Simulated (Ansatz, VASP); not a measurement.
One calculation of Au, two programs

```xyz
1
Lattice="0.0000 2.0148 2.0455 2.0762 0.0000 2.0455 2.0762 2.0148 0.0000" Properties=species:S:1:pos:R:3 pbc="T T T"
Au    0.0000    0.0000    0.0000
```

Change from the starting cell: strain +0.0150 x Voigt [1, -1, 0, 0, 0, 0], atoms carried along.

Alike in both runs: task single point; functional PBEsol; k mesh 20 × 20 × 20; occupations gaussian, width 0.15 eV; no spin polarisation.

```csv
,VASP,Ansatz
version,VASP 6.6.1,Ansatz 0.2.0
potentials or method,"VASP PAW PBE potentials, release 64 (Au), cutoff 520 eV","scalar-relativistic, plane waves, PAW"
valence electrons in the cell,11,19
```

|  | VASP | Ansatz | Ansatz less VASP |
| --- | --- | --- | --- |
| gap on the k mesh at the Fermi level (eV) | none | none | - |
| pressure (GPa) | -1.1 | -0.9 | +0.22 |
| traceless stress, the component that is largest in VASP (GPa) | -0.48 | -0.47 | +0.006 |

VASP's potentials were made for PBE, not for PBEsol. A gap of «none» marks a metal or a gap that the smearing closes. VASP's potentials hold 11 valence electrons a cell and Ansatz's 19, so a difference there can come from the potentials and not from the codes.

Spin-orbit coupling is off throughout.
